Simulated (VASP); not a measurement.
Set up this calculation in VASP 6.6.1, as the native input.

* Task: single point
* Functional: RPBE
* Potentials or basis: VASP PAW PBE potentials, release 64 (Os)
* Cutoff: 520 eV
* k mesh: 17 × 17 × 5
* Occupations: fermi-dirac, width 0.1 eV
* Spin: no spin polarisation
* Dipole correction: no
* Further INCAR settings: ALGO = Normal; EDIFF = 1e-07; NBANDS = 24

The structure of Os lies in POSCAR:

```
Os
1.0
    2.7522485791      0.0000000000      0.0000000000
   -1.3761242896      2.3835171870      0.0000000000
    0.0000000000      0.0000000000      8.8342815811
Os
4
Direct
    0.0000000000      1.0000000000      0.0000000000
    0.0000000000      1.0000000000      0.5000000000
    0.3333333333      0.6666666667      0.2500000000
    0.6666666667      0.3333333333      0.7500000000
```

One way to write it, as run:

INCAR

```
ALGO     = Normal         # electronic algorithm
EDIFF    = 1E-7           # SCF threshold, eV
ENCUT    = 520            # plane-wave cutoff, eV
GGA      = RP             # functional
ISIF     = 2              # what is computed and relaxed
ISMEAR   = -1             # smearing method
LASPH    = True           # aspherical terms in the spheres
LCHARG   = False          # write CHGCAR
LREAL    = False          # projectors in reciprocal space
LWAVE    = False          # write WAVECAR
NBANDS   = 24             # bands
NELM     = 100            # most SCF steps
PREC     = Accurate       # precision mode
SIGMA    = 0.1            # smearing width, eV
```

KPOINTS

```
k-points
0
Gamma
  17 17 5
```

Potentials or basis: VASP PAW PBE potentials, release 64 (Os).

Run with:

```sh
$ cat potpaw_PBE.64/Os/POTCAR > POTCAR
$ mpirun -np 1 vasp_std > vasp.out
```

Results of the run:

| Item | Value |
| --- | --- |
| Pressure | -0.6 GPa |
| Band gap on the k mesh | zero (band 16 reaches 11.08 eV, above the bottom of band 17 at 7.54 eV) |

Caveat: the PAW data sets were made with another functional, which shifts forces and pressure a little; spin-orbit coupling is left out, which moves the levels of the heavy elements.

It took 87 s on 1 thread of AMD EPYC 9R45 96-Core Processor (Zen 5), with other jobs on the host, peak memory 0.21 GiB.
